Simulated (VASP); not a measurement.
A run of VASP 6.6.1:

The input INCAR:

```
SYSTEM = KSi4I3
ALGO = Normal
EDIFF = 1E-6
ENCUT = 520
GGA = PE
ISIF = 2
ISMEAR = 0
LASPH = .True.
LCHARG = .False.
LREAL = .False.
LWAVE = .False.
NBANDS = 33
NELM = 100
PREC = Accurate
SIGMA = 0.1
```

The input KPOINTS:

```
k-points
0
Gamma
  6 6 6
  0 0 0
```

File POSCAR:

```
KSi4I3
1.0
    6.2749176448      0.0000000000      0.0000000000
    0.0000000000      6.2749176448      0.0000000000
    0.0000000000      0.0000000000      6.2749176448
K Si I
1 4 3
Direct
    0.0000000000      0.0000000000      0.0000000000
    0.5000000000      0.0000000000      0.0000000000
    0.0000000000      0.5000000000      0.0000000000
    0.0000000000      0.0000000000      0.5000000000
    0.5000000000      0.5000000000      0.5000000000
    0.0000000000      0.5000000000      0.5000000000
    0.5000000000      0.0000000000      0.5000000000
    0.5000000000      0.5000000000      0.0000000000
```

Potentials or basis: VASP PAW PBE potentials, release 64 (K_sv, Si, I).

Command:

```bash
$ cat potpaw_PBE.64/K_sv/POTCAR potpaw_PBE.64/Si/POTCAR potpaw_PBE.64/I/POTCAR > POTCAR
$ mpirun -np 1 vasp_std > vasp.out
```

Hardware: 1 thread of Intel(R) Xeon(R) Platinum 8259CL CPU @ 2.50GHz (Skylake/Cascade Lake) (shared host).

Estimate the wall time of this run.

Wall time 2.1 min on 1 thread of Intel(R) Xeon(R) Platinum 8259CL CPU @ 2.50GHz (Skylake/Cascade Lake), with other jobs on the host, peak memory 0.41 GiB. Counts: scf iterations 14, k points 20.
